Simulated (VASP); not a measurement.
A run of VASP 6.6.1 is set up as follows.

Contents of INCAR:

```
  ALGO = Normal
  DIPOL = 0.5 0.5 0.321
  EDIFF = 1E-7
  ENCUT = 520
  GGA = PE
  IDIPOL = 3
  ISIF = 2
  ISMEAR = 0
  LASPH = T
  LCHARG = F
  LDIPOL = T
  LREAL = F
  LWAVE = F
  NBANDS = 38
  NELM = 100
  PREC = Accurate
  SIGMA = 0.1
```

The input KPOINTS:

```
k-points
0
Gamma
  6 3 1
```

File POSCAR:

```
HC6
1.0
    4.9326910638      0.0000000000      0.0000000000
    0.0000000000      8.5222964205      0.0000000000
    0.0000000000      0.0000000000     22.9416055954
C H
12 2
Direct
    0.0000000000      0.0000000000      0.1743557130
    0.5000000000      0.0000000000      0.1743557130
    0.2500000000      0.0000000000      0.2053898368
    0.7500000000      0.0000000000      0.2053898368
    0.2500000000      0.0000000000      0.2674580844
    0.7500000000      0.0000000000      0.2674580844
    0.0000000000      0.0000000000      0.2977124344
    0.5000000000      0.0000000000      0.2977124344
    0.0000000000      0.0000000000      0.3626190265
    0.5000000000      0.0000000000      0.3626190265
    0.2500000000      0.0000000000      0.3897550046
    0.7500000000      0.0000000000      0.3897550046
    0.1739765890      0.0000000000      0.5466751463
    0.3260234110      0.0000000000      0.5466751463
```

Potentials or basis: VASP PAW PBE potentials, release 64 (C, H).

Command:

```bash
$ cat potpaw_PBE.64/C/POTCAR potpaw_PBE.64/H/POTCAR > POTCAR
$ mpirun -np 1 vasp_std > vasp.out
```

**Question.** Predict the largest force.

**Answer.** 3.301 eV/Å.

**Question.** Estimate the band gap on the k mesh.

**Answer.** 0.10 eV.

Forces on the atoms (eV/Å):
```
C   -0.003  0.000  1.705
C    0.003  0.000  1.705
C    0.000  0.000 -3.301
C    0.000  0.000 -3.297
C    0.000  0.000  1.542
C    0.000  0.000  1.546
C    0.005  0.000  0.003
C   -0.005  0.000  0.003
C   -0.001  0.000  0.027
C    0.001  0.000  0.027
C    0.000  0.000 -0.009
C    0.000  0.000  0.054
H   -0.009  0.000 -0.002
H    0.009  0.000 -0.002
```
